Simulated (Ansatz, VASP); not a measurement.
Cu: VASP beside Ansatz

INCAR

```
SYSTEM = Cu
ALGO = Fast
EDIFF = 1E-6
ENCUT = 520
ISIF = 2
ISMEAR = 0
LASPH = .TRUE.
LCHARG = .TRUE.
LELF = .TRUE.
LREAL = .FALSE.
LVHAR = .TRUE.
LWAVE = .FALSE.
NBANDS = 12
NELM = 60
PREC = Accurate
SIGMA = 0.15
```

Contents of KPOINTS:

```
k-points
0
G
  24 24 24
  0 0 0
```

Contents of POSCAR:

```
Cu
1.0
   -1.3706536540      1.3706536540      1.3760814500
    1.3706536540     -1.3706536540      1.3760814500
    1.3706536540      1.3706536540     -1.3760814500
Cu
1
Direct
    0.0000000000      0.0000000000      0.0000000000
```

Input for Ansatz:

```yaml
crystal:
  lattice:
    - [-1.370653654, 1.370653654, 1.37608145]
    - [1.370653654, -1.370653654, 1.37608145]
    - [1.370653654, 1.370653654, -1.37608145]
  atoms:
    - { symbol: Cu, position: [0.0, 0.0, 0.0] }
basis:
  ecutwfc: 420
kpoints:
  mp_grid: { grid: [24, 24, 24] }
hamiltonian:
  xc: lda
scf:
  occupations: { method: gaussian, width: 0.15 }
output:
  forces: true
  stress: true
  eigenvalues: true
```

Change from the starting cell: strain -0.0500 x Voigt [1, 1, 0, 0, 0, 0], atoms carried along.

Alike in both runs: task single point; functional LDA; k mesh 24 × 24 × 24; occupations gaussian, width 0.15 eV; no spin polarisation.

```csv
,VASP,Ansatz
version,VASP 6.6.1,Ansatz 0.2.0
potentials or method,"VASP PAW LDA potentials, release 64 (Cu), cutoff 520 eV","scalar-relativistic, plane waves, PAW"
valence electrons in the cell,11,19
```

VASP gave:

```
gap on the k mesh at the Fermi level (eV) : none
pressure (GPa)                            : 13.4
```

Q: What did Ansatz give for the same quantities?

A: gap on the k mesh at the Fermi level (eV): none; pressure (GPa): 11.8.

LDA's correlation is that of Perdew and Zunger in VASP and of Perdew and Wang (1992) in Ansatz. A gap of «none» marks a metal or a gap that the smearing closes. VASP's potentials hold 11 valence electrons a cell and Ansatz's 19, so a difference there can come from the potentials and not from the codes.
